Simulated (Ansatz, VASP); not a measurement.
**Co in VASP and in Ansatz**

File INCAR:

```
ALGO = Normal ; EDIFF = 1E-6
EDIFFG = -0.01 ; ENCUT = 600
GGA = PS ; IBRION = 2
ISIF = 3 ; ISMEAR = -1
LASPH = T ; LCHARG = F
LREAL = F ; LWAVE = F
NELM = 60 ; NSW = 80
PREC = Accurate ; SIGMA = 0.1
```

KPOINTS

```
k-points
0
Gamma
  15 15 15
```

File POSCAR:

```
Co
1.0
    0.0000000000      1.7691019796      1.7691019796
    1.7691019796      0.0000000000      1.7691019796
    1.7691019796      1.7691019796      0.0000000000
Co
1
Direct
    0.0000000000      0.0000000000      0.0000000000
```

Input for Ansatz:

```yaml
crystal:
  lattice:
    - [0.0, 1.7691019796, 1.7691019796]
    - [1.7691019796, 0.0, 1.7691019796]
    - [1.7691019796, 1.7691019796, 0.0]
  atoms:
    - { symbol: Co, position: [0.0, 0.0, 0.0] }
hamiltonian:
  xc: pbesol
  pseudopotentials:
    kind: paw
    azcp:
      Co: "pseudopotentials/Co.paw.azcp"
basis:
  ecutwfc: 420
  fft_grid_basis: typed
kpoints:
  mp_grid: { grid: [15, 15, 15], shift: [0, 0, 0] }
magnetization:
  spin_polarized: false
scf:
  occupations: { method: fermi_dirac, width: 0.1 }
relax:
  max_steps: 60
  f_tol: 0.01
  cell: {}
output:
  write_density: true
  write_potential: true
  elf: true
  volumetric_format: npy
```

Alike in both runs: task relaxation of cell and atoms; functional PBEsol; k mesh 15 × 15 × 15; occupations fermi-dirac, width 0.1 eV; no spin polarisation.

|  | VASP | Ansatz |
| --- | --- | --- |
| version | VASP 6.6.1 | Ansatz 0.2.0 |
| potentials or method | VASP PAW PBE potentials, release 64 (Co), cutoff 600 eV | plane waves (420 eV) with PAW, scalar-relativistic |
| valence electrons in the cell | 9 | 17 |

VASP gave:

```
relaxed volume (Å³/atom)                                     : 9.87
relaxed cell length with the largest relative difference (Å) : 2.408
```

**Question.** What did Ansatz give for the same quantities?

**Answer.** Relaxed volume (Å³/atom): 9.91; relaxed cell length with the largest relative difference (Å): 2.411.

VASP's potentials were made for PBE, not for PBEsol, and Ansatz warns of the same on its side. VASP's potentials hold 9 valence electrons a cell and Ansatz's 17, so a difference there can come from the potentials and not from the codes.
